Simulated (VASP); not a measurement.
## ZnO: vibrations by perturbation theory with LDA

Crystal: ZnO.

```xyz
2
Lattice="2.5932 0.0000 0.0000 0.0000 2.5932 0.0000 0.0000 0.0000 2.5932" Properties=species:S:1:pos:R:3 pbc="T T T"
Zn    0.0000    0.0000    0.0000
O     1.2966    1.2966    1.2966
```

```yaml
Program: VASP 6.6.1
Task: vibrations by perturbation theory
Functional: LDA
Potentials_or_basis: VASP PAW LDA potentials, release 64 (Zn, O)
Cutoff: 520 eV
k_mesh: 16 × 16 × 16
Occupations: fermi-dirac, width 0.15 eV
Spin: no spin polarisation
Dipole_correction: no
Further_INCAR_settings: ALGO = Normal; EDIFF = 1e-08; NBANDS = 16; IBRION = 8; NSW = 1
```

```json
{"Highest phonon frequency at Γ, LO-TO splitting left out": "56 cm⁻¹"}
```

Phonon frequencies in cm⁻¹ (negative: imaginary):
| q point | frequencies |
| --- | --- |
| (0.000, 0.000, 0.000) | -8 -8 -8 56 56 56 |

Wall time 5.1 min on 1 thread of Intel Xeon 8259CL, on a shared host, peak memory 0.37 GiB.

Caveat: the cell wasn't relaxed at this level first, which shifts response properties.
